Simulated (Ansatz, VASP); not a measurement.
# Two plane-wave programs on GaN

```
Ga N
1.0
     3.21193    0.00000    0.00000
    -1.60597    2.78161    0.00000
     0.00000    0.00000   23.80000
Ga N
1 1
Direct
  0.33333 0.66667 0.29412
  0.66667 0.33333 0.29412
```

Alike in both runs: functional PBE; k mesh 12 × 12 × 1; occupations gaussian, width 0.03 eV; no spin polarisation.

Ansatz relaxed the structure, and its values are those at the end. VASP's run is a single point on that final structure, the one shown.

|  | VASP | Ansatz |
| --- | --- | --- |
| version | VASP 6.6.1 | Ansatz 0.2.0 |
| potentials or method | VASP PAW PBE potentials, release 64 (Ga_d, N), cutoff 520 eV | scalar-relativistic, plane waves, PAW |
| valence electrons in the cell | 18 | 18 |

|  | VASP | Ansatz | Ansatz less VASP |
| --- | --- | --- | --- |
| gap on the k mesh at the Fermi level (eV) | 2.16 | 2.16 | 0.000 |
| least direct gap on the mesh (eV) | 2.47 | 2.45 | -0.011 |

Ansatz's warnings: slab cell height set, structure snapped to symmetry, xc potential rough in thin density.
